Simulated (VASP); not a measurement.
# ZrB2 (P6/mmm) in VASP: a series of runs

The runs below take ZrB2 through single point, with LDA.

Everything below comes from runs of VASP 6.6.1. Logs are shortened: lines on timing, memory, paths and dates and some standing lists are left out, and cuts for length are marked.

### 1 The cell of the first run

Symmetry: P6/mmm, No. 191, hexagonal system. The conventional cell has a = 3.070 Å, b = 3.070 Å, c = 3.520 Å, α = 90.00°, β = 90.00°, γ = 120.00°. Within 3.3 Å of Zr (site symmetry 6/mmm) lie 12 B at 2.50 Å and 6 Zr at 3.07 Å. B (site symmetry -6m2) has 3 B at 1.77 Å within 2.4 Å.

### 2 Single point, LDA (equal xx and yy strain of -3 %)

INCAR

```
  ALGO = Normal
  EDIFF = 1E-6
  ENCUT = 520
  ISIF = 2
  ISMEAR = -1
  LASPH = T
  LCHARG = F
  LREAL = F
  LWAVE = F
  NBANDS = 16
  NELM = 100
  PREC = Accurate
  SIGMA = 0.05
```

KPOINTS

```
k-points
0
Gamma
  12 12 9
```

POSCAR

```
ZrB2
1.0
    3.0700498307      0.0000000000      0.0000000000
   -1.5350249154      2.6587411443      0.0000000000
    0.0000000000      0.0000000000      3.5200000000
Zr B
1 2
Direct
    0.0000000000      0.0000000000      0.0000000000
    0.3333333333      0.6666666667      0.5000000000
    0.6666666667      0.3333333333      0.5000000000
```

Potentials or basis: VASP PAW LDA potentials, release 64 (Zr_sv, B).

Command:

```sh
cat potpaw_LDA.64/Zr_sv/POTCAR potpaw_LDA.64/B/POTCAR > POTCAR
mpirun -np 1 vasp_std > vasp.out
```

OUTCAR:

```text
EDIFF = 1E-6
   ENCUT = 520
   ISIF = 2
   ISMEAR = -1
   LASPH = T
   LREAL = F
   NELM = 100
   PREC = Accurate

 ion  position               nearest neighbor table
   1  0.000  0.000  0.000-   2 2.50   3 2.50   2 2.50   3 2.50   3 2.50   3 2.50   2 2.50   2 2.50
                             3 2.50   3 2.50   2 2.50   2 2.50
   2  0.333  0.667  0.500-   3 1.77   3 1.77   3 1.77   1 2.50   1 2.50   1 2.50   1 2.50   1 2.50
                             1 2.50
   3  0.667  0.333  0.500-   2 1.77   2 1.77   2 1.77   1 2.50   1 2.50   1 2.50   1 2.50   1 2.50
                             1 2.50

  LATTYP: Found a hexagonal cell.
 ALAT       =     3.0700498307
 C/A-ratio  =     1.1465611942

  Lattice vectors:

 A1 = (   3.0700498307,   0.0000000000,   0.0000000000)
 A2 = (  -1.5350249154,   2.6587411443,   0.0000000000)
 A3 = (   0.0000000000,   0.0000000000,   3.5200000000)

Analysis of symmetry for initial positions (statically):
=====================================================================
 Subroutine PRICEL returns:
 Original cell was already a primitive cell.

 Routine SETGRP: Setting up the symmetry group for a
 hexagonal supercell.

 Subroutine GETGRP returns: Found 24 space group operations
 (whereof 24 operations were pure point group operations)
 out of a pool of 24 trial point group operations.

The static configuration has the point symmetry D_6h.

Analysis of symmetry for dynamics (positions and initial velocities):
=====================================================================
 Subroutine PRICEL returns:
 Original cell was already a primitive cell.

 Routine SETGRP: Setting up the symmetry group for a
 hexagonal supercell.

 Subroutine GETGRP returns: Found 24 space group operations
 (whereof 24 operations were pure point group operations)
 out of a pool of 24 trial point group operations.

The dynamic configuration has the point symmetry D_6h.

 Subroutine INISYM returns: Found 24 space group operations
 (whereof 24 operations are pure point group operations),
 and found     1 'primitive' translations

----------------------------------------------------------------------------------------

                                     Primitive cell

  volume of cell :      28.7319

  direct lattice vectors                    reciprocal lattice vectors
     3.070049831  0.000000000  0.000000000     0.325727612  0.188058924  0.000000000
    -1.535024915  2.658741144  0.000000000     0.000000000  0.376117849  0.000000000
     0.000000000  0.000000000  3.520000000     0.000000000  0.000000000  0.284090909

  length of vectors
     3.070049831  3.070049831  3.520000000     0.376117849  0.376117849  0.284090909

  position of ions in fractional coordinates (direct lattice)
     0.000000000  0.000000000  0.000000000
     0.333333333  0.666666667  0.500000000
     0.666666667  0.333333333  0.500000000

  ion indices of the primitive-cell ions
   primitive index   ion index
                 1           1
                 2           2
                 3           3

----------------------------------------------------------------------------------------

 KPOINTS: k-points

Automatic generation of k-mesh.
 Grid dimensions read from file:
 generate k-points for:   12   12    9

 Generating k-lattice:

  Cartesian coordinates                     Fractional coordinates (reciprocal lattice)
     0.027143968  0.015671577  0.000000000     0.083333333  0.000000000  0.000000000
     0.000000000  0.031343154  0.000000000     0.000000000  0.083333333  0.000000000
     0.000000000  0.000000000  0.031565657     0.000000000  0.000000000  0.111111111

  Length of vectors
     0.031343154  0.031343154  0.031565657

  Shift w.r.t. Gamma in fractional coordinates (k-lattice)
     0.000000000  0.000000000  0.000000000

 Subroutine IBZKPT returns following result:
 ===========================================

 Found     95 irreducible k-points:

 Following reciprocal coordinates:
            Coordinates               Weight
  0.000000  0.000000  0.000000      1.000000
  0.083333  0.000000  0.000000      6.000000
  0.166667  0.000000  0.000000      6.000000
  0.250000  0.000000  0.000000      6.000000
  0.333333 -0.000000  0.000000      6.000000
  0.416667  0.000000  0.000000      6.000000
[... 16 lines left out ...]
  0.250000  0.000000  0.111111     12.000000
  0.333333 -0.000000  0.111111     12.000000
 [... further k-points ...]
   k-points           NKPTS =     95   k-points in BZ     NKDIM =     95   number of bands    NBANDS=     16
   number of dos      NEDOS =    301   number of ions     NIONS =      3
   total plane-waves  NPLWV =  16128
   dimension x,y,z NGX =    24 NGY =   24 NGZ =   28
   dimension x,y,z NGXF=    48 NGYF=   48 NGZF=   56
   ions per type =               1   2
   NGX,Y,Z   is equivalent  to a cutoff of  13.00, 13.00, 13.22 a.u.
   NGXF,Y,Z  is equivalent  to a cutoff of  25.99, 25.99, 26.45 a.u.
 SYSTEM =  unknown system
   PREC   = accura    normal or accurate (medium, high low for compatibility)
   ISTART =      0    job   : 0-new  1-cont  2-samecut
   ICHARG =      2    charge: 1-file 2-atom 10-const
   ISPIN  =      1    spin polarized calculation?
   LNONCOLLINEAR =      F non collinear calculations
   LSORBIT =      F    spin-orbit coupling
   LASPH  =      T    aspherical Exc in radial PAW
   ENCUT  =  520.0 eV  38.22 Ry    6.18 a.u.   5.71  5.71  6.54*2*pi/ulx,y,z
   NELM   =    100;   NELMIN=  2; NELMDL= -5     # of ELM steps
   EDIFF  = 0.1E-05   stopping-criterion for ELM
   LREAL  =      F    real-space projection
   EDIFFG = 0.1E-04   stopping-criterion for IOM
   NSW    =      0    number of steps for IOM
   IBRION =     -1    ionic relax: 0-MD 1-quasi-New 2-CG
   NFREE  =      0    steps in history (QN), initial steepest desc. (CG)
   ISIF   =      2    stress and relaxation
   ISYM   =      2    0-nonsym 1-usesym 2-fastsym
   POTIM  = 0.5000    time-step for ionic-motion
   TEBEG  =    0.0;   TEEND  =   0.0 temperature during run
   PSTRESS=    0.0 pullay stress
   NELECT =      18.0000    total number of electrons
   NUPDOWN=      -1.0000    fix difference up-down
   EMIN   =  10.00;   EMAX   =-10.00  energy-range for DOS
   EFERMI =   0.00;   METHOD = LEGACY
   ISMEAR =    -1;   SIGMA  =   0.05  broadening in eV -4-tet -1-fermi 0-gaus
   EFERMI_NEDOS =   21; number of points for ismear=-14 and -15
   IALGO  =     38    algorithm
   IMIX   =      4    mixing-type and parameters
     AMIX     =   0.40;   BMIX     =  1.00
     AMIX_MAG =   1.60;   BMIX_MAG =  1.00
  volume/ion in A,a.u.               =       9.58        64.63
  Fermi-wavevector in a.u.,A,eV,Ry     =   1.400805  2.647137 26.698087  1.962254
  Thomas-Fermi vector in A             =   2.523729
   LORBIT       =      0    0 simple, 1 ext, 2 COOP (PROOUT), +10 PAW based schemes
   GGA     = CA    functional components
   LHFCALC =     F    Hartree Fock is set to
   AEXX    =    0.0000 exact exchange contribution
   IVDW    =     0    specifies the selected vdW correction
   LEPSILON=     F    determine dielectric tensor
   LRPA    =     F    only Hartree local field effects (RPA)
 non-spin polarized calculation
  energy-cutoff  :      520.00
  volume of cell :       28.73
 maximum number of plane-waves:       788
 NGX is ok and might be reduce to    24
   NGX = 11   NGY = 11   NGZ = 13

 number of electron      18.0000000 magnetization

 Free energy of the ion-electron system (eV)
  ---------------------------------------------------
  ext. energy  EPLUGINS =         0.00000000
  ---------------------------------------------------
  free energy    TOTEN  =       -27.43681654 eV

  energy without entropy =      -27.43473206  energy(sigma->0) =      -27.43577430

 E-fermi :  11.2877     XC(G=0): -12.9006

 val. band max:       11.2772642959   @ k =   0.1667   0.1667   0.1111
 cond. band min:      11.3320254047   @ k =   0.1667   0.1667   0.2222
 fundamental gap:      0.0547611088
 Fermi energy:        11.2876578979

 k-point     1 :       0.0000    0.0000    0.0000
  band No.  band energies     occupation
      1     -36.9568      2.00000
      2     -15.3640      2.00000
      3     -14.6075      2.00000
      4     -14.6075      2.00000
      5      -1.6688      2.00000
      6       8.4079      2.00000
[... 8 lines left out ...]
     15      16.8759      0.00000
     16      17.1038      0.00000

 k-point     2 :       0.0833    0.0000    0.0000
  band No.  band energies     occupation
      1     -36.9453      2.00000
      2     -15.3478      2.00000
      3     -14.7002      2.00000
      4     -14.6273      2.00000
      5      -1.5200      2.00000
      6       8.2754      2.00000
[... 8 lines left out ...]
     15      17.7357      0.00000
     16      17.7592      0.00000

 k-point     3 :       0.1667    0.0000    0.0000
  band No.  band energies     occupation
      1     -36.9137      2.00000
      2     -15.3033      2.00000
      3     -14.9466      2.00000
      4     -14.6809      2.00000
      5      -1.0947      2.00000
      6       7.3088      2.00000
[... 8 lines left out ...]
     15      18.4716      0.00000
     16      19.2258      0.00000

 k-point     4 :       0.2500    0.0000    0.0000
  band No.  band energies     occupation
      1     -36.8702      2.00000
      2     -15.2686      2.00000
      3     -15.2417      2.00000
      4     -14.7532      2.00000
      5      -0.4415      2.00000
      6       6.1306      2.00000
[... 8 lines left out ...]
     15      18.9048      0.00000
     16      21.1784      0.00000
[... 324 lines left out ...]
 k-point    22 :       0.1667    0.0000    0.1111
  band No.  band energies     occupation
      1     -36.9112      2.00000
      2     -15.3524      2.00000
      3     -14.9413      2.00000
      4     -14.6772      2.00000
      5      -0.9227      2.00000
      6       7.2078      2.00000
[... 8 lines left out ...]
     15      18.8664      0.00000
     16      19.5054      0.00000

 k-point    23 :       0.2500    0.0000    0.1111
  band No.  band energies     occupation
      1     -36.8677      2.00000
      2     -15.2941      2.00000
      3     -15.2560      2.00000
      4     -14.7490      2.00000
      5      -0.3027      2.00000
      6       6.0173      2.00000
[... 8 lines left out ...]
     15      19.0917      0.00000
     16      21.2407      0.00000

 k-point    24 :       0.3333   -0.0000    0.1111
  band No.  band energies     occupation
      1     -36.8238      2.00000
      2     -15.5691      2.00000
      3     -15.2220      2.00000
      4     -14.8197      2.00000
      5       0.4834      2.00000
      6       4.7697      2.00000
[... 8 lines left out ...]
     15      19.4979      0.00000
     16      22.6465      0.00000

 [... further k-points ...]

------------------------ aborting loop because EDIFF is reached ----------------------------------------

  FORCE on cell =-STRESS in cart. coord.  units (eV):
  Direction    XX          YY          ZZ          XY          YZ          ZX
  --------------------------------------------------------------------------------------
  -------------------------------------------------------------------------------------
  Total        2.4376243      2.4376243      0.3553067     -0.0000000     -0.0000000      0.0000000
  in kB      135.9293401    135.9293401     19.8129831     -0.0000000     -0.0000000      0.0000000
  external PRESSURE =      97.2238878 kB  Pullay stress =       0.0000000 kB

 VOLUME and BASIS-vectors are now :
 -----------------------------------------------------------------------------
  energy-cutoff  :      520.00
  volume of cell :       28.73
      direct lattice vectors                 reciprocal lattice vectors
     3.070049831  0.000000000  0.000000000     0.325727612  0.188058924  0.000000000
    -1.535024915  2.658741144  0.000000000     0.000000000  0.376117849  0.000000000
     0.000000000  0.000000000  3.520000000     0.000000000  0.000000000  0.284090909

 POSITION                                       TOTAL-FORCE (eV/Angst)
 -----------------------------------------------------------------------------------
      0.00000      0.00000      0.00000         0.000000      0.000000     -0.000000
     -0.00000      1.77249      1.76000        -0.000000      0.000000      0.000000
      1.53502      0.88625      1.76000         0.000000     -0.000000     -0.000000
 -----------------------------------------------------------------------------------
    total drift:                               -0.000000      0.000000      0.000000

  FREE ENERGIE OF THE ION-ELECTRON SYSTEM (eV)
  ---------------------------------------------------
  free  energy   TOTEN  =       -27.4368165363 eV

  energy  without entropy=      -27.4347320570  energy(sigma->0) =      -27.43577430
```

Wall time 14 s (1 thread of Intel Xeon Platinum 8559C (Emerald Rapids), shared host); peak memory 0.16 GiB.

What came out:

| Item | Value |
| --- | --- |
| Free energy | -27.4368 eV |
| Pressure | 9.7 GPa |
| Band gap on the k mesh | zero (band 9 reaches 11.91 eV, above the bottom of band 10 at 10.56 eV) |

Caveat: the cell differs from its parent crystal (equal xx and yy strain of -3 %).

### 3 Single point, LDA (zz strain of -3 %)

INCAR

```
SYSTEM = ZrB2
ALGO = Normal ; EDIFF = 1E-6
ENCUT = 520 ; ISIF = 2
ISMEAR = -1 ; LASPH = .True.
LCHARG = .False. ; LREAL = .False.
LWAVE = .False. ; NBANDS = 16
NELM = 60 ; PREC = Accurate
SIGMA = 0.05
```

KPOINTS

```
k-points
0
Gamma
  12 12 9
  0 0 0
```

POSCAR

```
ZrB2
1.0
    3.1649998255      0.0000000000      0.0000000000
   -1.5824999128      2.7409702519      0.0000000000
    0.0000000000      0.0000000000      3.4144000000
Zr B
1 2
Direct
    0.0000000000      0.0000000000      0.0000000000
    0.3333333333      0.6666666667      0.5000000000
    0.6666666667      0.3333333333      0.5000000000
```

Potentials or basis: VASP PAW LDA potentials, release 64 (Zr_sv, B).

Command:

```sh
cat potpaw_LDA.64/Zr_sv/POTCAR potpaw_LDA.64/B/POTCAR > POTCAR
mpirun -np 1 vasp_std > vasp.out
```

OUTCAR:

```text
SYSTEM = ZrB2
   EDIFF = 1E-6
   ENCUT = 520
   ISIF = 2
   ISMEAR = -1
   LASPH = .True.
   LREAL = .False.
   NELM = 60
   PREC = Accurate

 ion  position               nearest neighbor table
   1  0.000  0.000  0.000-   2 2.50   3 2.50   2 2.50   3 2.50   3 2.50   3 2.50   2 2.50   2 2.50
                             3 2.50   3 2.50   2 2.50   2 2.50
   2  0.333  0.667  0.500-   3 1.83   3 1.83   3 1.83   1 2.50   1 2.50   1 2.50   1 2.50   1 2.50
                             1 2.50
   3  0.667  0.333  0.500-   2 1.83   2 1.83   2 1.83   1 2.50   1 2.50   1 2.50   1 2.50   1 2.50
                             1 2.50

  LATTYP: Found a hexagonal cell.
 ALAT       =     3.1649998255
 C/A-ratio  =     1.0787994276
[... 653 lines left out ...]
  -------------------------------------------------------------------------------------
  Total       -0.6204700     -0.6204700      1.5220654      0.0000000      0.0000000      0.0000000
  in kB      -33.5613149    -33.5613149     82.3287423      0.0000000      0.0000000      0.0000000
  external PRESSURE =       5.0687042 kB  Pullay stress =       0.0000000 kB

 VOLUME and BASIS-vectors are now :
 -----------------------------------------------------------------------------
  energy-cutoff  :      520.00
  volume of cell :       29.62
      direct lattice vectors                 reciprocal lattice vectors
     3.164999825  0.000000000  0.000000000     0.315955784  0.182417157  0.000000000
    -1.582499913  2.740970252  0.000000000     0.000000000  0.364834313  0.000000000
     0.000000000  0.000000000  3.414400000     0.000000000  0.000000000  0.292877226

 POSITION                                       TOTAL-FORCE (eV/Angst)
 -----------------------------------------------------------------------------------
      0.00000      0.00000      0.00000         0.000000      0.000000     -0.000000
     -0.00000      1.82731      1.70720         0.000000      0.000000     -0.000000
      1.58250      0.91366      1.70720        -0.000000      0.000000      0.000000
 -----------------------------------------------------------------------------------
    total drift:                               -0.000000      0.000000     -0.000000

  FREE ENERGIE OF THE ION-ELECTRON SYSTEM (eV)
  ---------------------------------------------------
  free  energy   TOTEN  =       -27.4618591363 eV

  energy  without entropy=      -27.4595447508  energy(sigma->0) =      -27.46070194
```

OSZICAR:

```text
N       E                     dE             d eps       ncg     rms          rms(c)
DAV:   1     0.102793337501E+03    0.10279E+03   -0.97372E+03  3040   0.113E+03
DAV:   2    -0.259951220367E+02   -0.12879E+03   -0.12370E+03  3960   0.294E+02
DAV:   3    -0.301107362688E+02   -0.41156E+01   -0.41004E+01  4688   0.453E+01
DAV:   4    -0.301658508103E+02   -0.55115E-01   -0.55107E-01  3696   0.486E+00
DAV:   5    -0.301669164830E+02   -0.10657E-02   -0.10657E-02  4520   0.465E-01    0.239E+01
DAV:   6    -0.275253502250E+02    0.26416E+01   -0.56795E+00  3904   0.163E+01    0.966E+00
DAV:   7    -0.274657418689E+02    0.59608E-01   -0.66362E-01  4256   0.506E+00    0.349E+00
DAV:   8    -0.274675930209E+02   -0.18512E-02   -0.11836E-01  3696   0.285E+00    0.408E-01
DAV:   9    -0.274621696415E+02    0.54234E-02   -0.24433E-02  3744   0.123E+00    0.184E-01
DAV:  10    -0.274618596452E+02    0.31000E-03   -0.14582E-03  3584   0.345E-01    0.446E-02
DAV:  11    -0.274618598941E+02   -0.24881E-06   -0.78088E-05  4328   0.788E-02    0.119E-02
DAV:  12    -0.274618591363E+02    0.75775E-06   -0.46952E-06  3400   0.203E-02
   1 F= -.27461859E+02 E0= -.27460702E+02  d E =-.231439E-02
```

It took 14 s on 1 thread of Intel Xeon Platinum 8559C (Emerald Rapids), shared host; peak memory 0.16 GiB.

What came out:

```
Free energy            : -27.4619 eV
Pressure               : 0.5 GPa
Band gap on the k mesh : zero (band 9 reaches 11.40 eV, above the bottom of band 10 at 10.47 eV)
```

Caveat: the cell differs from its parent crystal (zz strain of -3 %).

### 4 Single point, LDA (zz strain of -2 %)

INCAR

```
SYSTEM = ZrB2
PREC = Accurate ; ENCUT = 520
EDIFF = 1E-7 ; ISMEAR = -1
SIGMA = 0.05 ; LREAL = .FALSE.
LASPH = .TRUE. ; NELM = 60
ALGO = Normal ; ISIF = 2
LWAVE = .FALSE. ; LCHARG = .TRUE.
LELF = .TRUE. ; LVHAR = .TRUE.
NBANDS = 16
```

KPOINTS

```
Automatic mesh
0
G
  12 12 9
  0 0 0
```

Changes to POSCAR since step 3:

```diff
@@ -4,3 +4,3 @@
    -1.5824999128      2.7409702519      0.0000000000
-    0.0000000000      0.0000000000      3.4144000000
+    0.0000000000      0.0000000000      3.4496000000
 Zr B
```

Command:

```sh
cat potpaw_LDA.64/Zr_sv/POTCAR potpaw_LDA.64/B/POTCAR > POTCAR
mpirun -np 1 vasp_std > vasp.out
```

Wall time 17 s (1 thread of Intel Xeon Platinum 8559C (Emerald Rapids), shared host); peak memory 0.16 GiB.

Results (log left out):

```yaml
Free_energy: -27.4731 eV
Pressure: -2.1 GPa
Band_gap_on_the_k_mesh: zero (band 9 reaches 11.36 eV, above the bottom of band 10 at 10.31 eV)
```

Stress tensor (GPa, compression positive):
```
-4.80  0.00  0.00
 0.00 -4.80  0.00
 0.00  0.00  3.32
```

Levels at points of the mesh, in eV from the Fermi level:
```tsv
k point	band 6	band 7	band 8	band 9	band 10	band 11	band 12	band 13
(0.00, 0.00, 0.00)	-2.91	-2.91	-2.67	-2.17	3.42	3.42	4.39	4.39
(0.50, 0.00, 0.00)	-8.41	-3.90	-3.17	-2.85	2.30	2.32	4.85	5.09
```

Caveat: the cell differs from its parent crystal (zz strain of -2 %).

### 5 The runs side by side

| cell | gap on the mesh (eV) | pressure (GPa) |
| --- | --- | --- |
| a = 3.070, b = 3.070, c = 3.520 Å, angles 90.0, 90.0, 120.0°, 3 atoms | none | 9.7 |
| a = 3.165, b = 3.165, c = 3.414 Å, angles 90.0, 90.0, 120.0°, 3 atoms | none | 0.5 |
| a = 3.165, b = 3.165, c = 3.450 Å, angles 90.0, 90.0, 120.0°, 3 atoms | none | -2.1 |

Alike in all rows: task single point; level LDA; potentials or basis VASP PAW LDA potentials, release 64 (Zr_sv, B); no spin polarisation; k mesh 12 × 12 × 9; cutoff (eV) 520; smearing fermi-dirac 0.05 eV.

Total energies depend on the potentials used, so only differences within one code and one set of settings carry meaning.
